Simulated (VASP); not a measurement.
Crystal: MgS.

```
Mg S
1.0
     4.03462    0.00000    0.00000
    -2.01731    3.49409    0.00000
     0.00000    0.00000    6.43229
Mg S
2 2
Direct
  0.66667 0.33333 0.49575
  0.33333 0.66667 0.99575
  0.33333 0.66667 0.37924
  0.66667 0.33333 0.87924
```

Base run:

* Program: VASP 6.6.1
* Functional: PBEsol
* Potentials or basis: VASP PAW PBE potentials, release 64 (Mg, S)
* Cutoff: 600 eV
* k mesh: 5 × 5 × 3
* Occupations: fermi-dirac, width 0.1 eV
* Spin: no spin polarisation

Its results: band gap on the k mesh 3.27 eV; pressure -0.4 GPa; largest force 0.045 eV/Å.

Question: The run is repeated on the same cell with these changes: functional from PBEsol to LDA; potentials or basis from VASP PAW PBE potentials, release 64 (Mg, S) to VASP PAW LDA potentials, release 64 (Mg, S). What comes out?

Answer: Band gap on the k mesh 3.16 eV; pressure -2.4 GPa; largest force 0.053 eV/Å.

Caveats: the PAW data sets were made with another functional, which shifts forces and pressure a little (at least some runs).

